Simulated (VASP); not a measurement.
Here is a VASP 6.6.1 calculation.

The input INCAR:

```
  ALGO = Normal
  EDIFF = 1E-6
  ENCUT = 520
  ISIF = 2
  ISMEAR = -1
  LASPH = T
  LCHARG = F
  LREAL = F
  LWAVE = F
  NBANDS = 24
  NELM = 80
  PREC = Accurate
  SIGMA = 0.02
```

File KPOINTS:

```
k-points
0
Gamma
  6 6 6
```

File POSCAR:

```
ScF3
1.0
    4.0124500000     -0.0401245000     -0.0401245000
   -0.0401245000      4.0124500000     -0.0401245000
   -0.0401245000     -0.0401245000      4.0124500000
Sc F
1 3
Direct
    0.0000000000      0.0000000000      0.0000000000
    0.5000000000      0.0000000000      0.0000000000
    0.0000000000      0.5000000000      0.0000000000
    0.0000000000      0.0000000000      0.5000000000
```

Potentials or basis: VASP PAW LDA potentials, release 64 (Sc_sv, F).

The run is started by

```sh
$ cat potpaw_LDA.64/Sc_sv/POTCAR potpaw_LDA.64/F/POTCAR > POTCAR
$ mpirun -np 1 vasp_std > vasp.out
```

Problem. Predict the band gap on the k mesh.

Solution. 6.17 eV, indirect (least direct gap 6.66 eV).

Problem. What does it give for the pressure?

Solution. -2.3 GPa.

Stress tensor (GPa, compression positive):
```
-2.34  0.36  0.36
 0.36 -2.34  0.36
 0.36  0.36 -2.34
```

Caveat: the cell differs from its parent crystal (equal xy, yz and zx shear strains of -2 %). A k mesh can miss the band edges.
